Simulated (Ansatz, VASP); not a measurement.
# One calculation of Ba, two programs

```xyz
2
Lattice="3.6273 -2.5418 0.0000 3.6273 2.5418 0.0000 0.0000 0.0000 7.2612" Properties=species:S:1:pos:R:3 pbc="T T T"
Ba    3.6273   -1.2545    1.8153
Ba    3.6273    1.2545    5.4459
```

Change from the starting cell: volume scaled by 1.03.

Alike in both runs: task single point; functional PBEsol; k mesh 9 × 9 × 5; occupations fermi-dirac, width 0.03 eV; no spin polarisation.

|  | VASP | Ansatz |
| --- | --- | --- |
| version | VASP 6.6.1 | Ansatz 0.2.0 |
| potentials or method | VASP PAW PBE potentials, release 64 (Ba_sv), cutoff 520 eV | all-electron LAPW, scalar-relativistic |

Ansatz gave:

- pressure (GPa): -1.1
- rms of the force components (eV/Å): 0.012

Q: What did VASP give for the same quantities?

A: Pressure (GPa): -1.0; rms of the force components (eV/Å): 0.012.

VASP's potentials were made for PBE, not for PBEsol. Atom by atom the forces differ by 0.000 eV/Å (rms over components). Ansatz ran all-electron here, and VASP with PAW potentials.

Neither program's run includes spin-orbit coupling.
